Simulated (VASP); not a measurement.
A run of VASP 6.6.1 is set up as follows.

INCAR

```
ALGO = Normal
DIPOL = 0.5 0.5 0.370
EDIFF = 1E-7
ENCUT = 520
GGA = PE
IDIPOL = 3
ISIF = 2
ISMEAR = 0
IVDW = 12
LASPH = True
LCHARG = False
LDIPOL = True
LREAL = Auto
LWAVE = False
NBANDS = 73
NELM = 80
PREC = Accurate
SIGMA = 0.1
```

Contents of KPOINTS:

```
k-points
0
Gamma
  6 6 1
```

File POSCAR:

```
Al32O
1.0
    5.6288445222      0.0000000000      0.0000000000
   -2.8144222611      4.8747223502      0.0000000000
    0.0000000000      0.0000000000     33.5549453352
Al O
32 1
Direct
    0.1666666667      0.3333333333      0.1192074658
    0.1666666667      0.8333333333      0.1192074658
    0.6666666667      0.3333333333      0.1192074658
    0.6666666667      0.8333333333      0.1192074658
    0.0000000000      0.0000000000      0.1880575786
    0.0000000000      0.5000000000      0.1880575786
    0.5000000000      0.0000000000      0.1880575786
    0.5000000000      0.5000000000      0.1880575786
    0.3333333333      0.1666666667      0.2569076914
    0.3333333333      0.6666666667      0.2569076914
    0.8333333333      0.1666666667      0.2569076914
    0.8333333333      0.6666666667      0.2569076914
    0.0000000000      0.0000000000      0.3257578042
    0.0000000000      0.5000000000      0.3257578042
    0.5000000000      0.0000000000      0.3257578042
    0.5000000000      0.5000000000      0.3257578042
    0.1666666667      0.3333333333      0.3941383343
    0.1666666667      0.8333333333      0.3941383343
    0.6666666667      0.3333333333      0.3941383343
    0.6666666667      0.8333333333      0.3941383343
    0.0000000000      0.0000000000      0.4632563468
    0.0000000000      0.5000000000      0.4632563468
    0.5000000000      0.0000000000      0.4632563468
    0.5000000000      0.5000000000      0.4632563468
    0.3333333333      0.1666666667      0.5326957441
    0.3333333333      0.6666666667      0.5326957441
    0.8333333333      0.1666666667      0.5326957441
    0.8333333333      0.6666666667      0.5326957441
    0.0000000000      0.0000000000      0.6036351761
    0.0000000000      0.5000000000      0.6036351761
    0.5000000000      0.0000000000      0.6036351761
    0.5000000000      0.5000000000      0.6036351761
    0.0000000000      0.2500000000      0.6781398422
```

Potentials or basis: VASP PAW PBE potentials, release 64 (Al, O).

Command:

```console
$ cat potpaw_PBE.64/Al/POTCAR potpaw_PBE.64/O/POTCAR > POTCAR
$ mpirun -np 1 vasp_std > vasp.out
```

(1) Estimate the dispersion energy per atom.

(2) Estimate the largest force.

Results:

(1) -0.299 eV.

(2) 3.238 eV/Å.
